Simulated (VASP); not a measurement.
Ta3Cu:

```
Ta Cu
1.0
    -2.00651    2.00651    4.20817
     2.00651   -2.00651    4.20817
     2.00651    2.00651   -4.20817
Ta Cu
3 1
Direct
  0.50000 0.50000 0.00000
  0.25000 0.75000 0.50000
  0.75000 0.25000 0.50000
  0.00000 0.00000 0.00000
```

* Program: VASP 6.6.1
* Task: relaxation of cell and atoms
* Functional: revPBE
* Potentials or basis: VASP PAW PBE potentials, release 64 (Ta_pv, Cu)
* Cutoff: 600 eV
* k mesh: 9 × 9 × 9
* Occupations: fermi-dirac, width 0.05 eV
* Spin: no spin polarisation

At the start: pressure 3.3 GPa; volume 16.94 Å³/atom.

Problem. How do energy, volume and symmetry change on relaxing?

Solution. Over 6 steps the energy falls by 3.2 meV/atom and the volume is 17.25 Å³/atom (+1.8 %); space group I4/mmm (No. 139, to 0.1 Å) before and after.

The path:
```csv
step,energy change (eV),largest force (eV/Å),pressure (GPa),volume (Å³)
1,0.0000,0.0000,3.27,67.77
2,0.0237,0.0000,-5.22,71.21
3,-0.0127,0.0000,-0.18,69.03
4,-0.0127,0.0000,0.13,68.97
5,-0.0127,0.0000,-0.06,69.00
6,-0.0128,0.0000,0.03,68.99
```

Final structure:
```
CELL_PARAMETERS angstrom
-2.02010 2.02010 4.22678
2.02010 -2.02010 4.22678
2.02010 2.02010 -4.22678
ATOMIC_POSITIONS crystal
Ta 0.50000 0.50000 0.00000
Ta 0.25000 0.75000 0.50000
Ta 0.75000 0.25000 0.50000
Cu 0.00000 0.00000 0.00000
```

Caveat: the PAW data sets were made with another functional, which shifts forces and pressure a little.
